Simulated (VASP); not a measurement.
# Si: single point with LDA

The system is Si.

```
Si
1.0
     0.00000    2.14373    2.14373
     2.14373    0.00000    2.14373
     2.14373    2.14373    0.00000
Si
2
Direct
  0.87500 0.87500 0.87500
  0.12500 0.12500 0.12500
```

This cell differs from its parent crystal: volume scaled by 0.5.

```json
{
  "Program": "VASP 6.6.1",
  "Task": "single point",
  "Functional": "LDA",
  "Potentials or basis": "VASP PAW LDA potentials, release 64 (Si)",
  "Cutoff": "520 eV",
  "k mesh": "12 × 12 × 12",
  "Occupations": "fermi-dirac, width 0.08 eV",
  "Spin": "no spin polarisation",
  "Dipole correction": "no",
  "Further INCAR settings": "ALGO = Normal; EDIFF = 1e-06; NBANDS = 11"
}
```

| Item | Value |
| --- | --- |
| Pressure | 251.9 GPa |
| Band gap on the k mesh | zero (band 4 reaches 15.75 eV, above the bottom of band 5 at 14.13 eV) |

Levels at points of the mesh, in eV from the Fermi level:
```
           k point  band 1  band 2  band 3  band 4  band 5  band 6  band 7  band 8  band 9
(0.00, 0.00, 0.00)  -17.62    0.77    0.77    0.77    3.28    3.28    3.28    8.29    8.29
(0.50, 0.00, 0.00)  -12.76  -11.12   -0.91   -0.91    2.79    2.79    4.72    8.96   12.95
(0.50, 0.50, 0.00)  -10.30  -10.30   -4.29   -4.29   -0.85   -0.85   14.01   14.01   16.10
```

It took 5.8 s on 1 thread of Intel Xeon 6975P-C, on a shared host, peak memory 0.13 GiB.
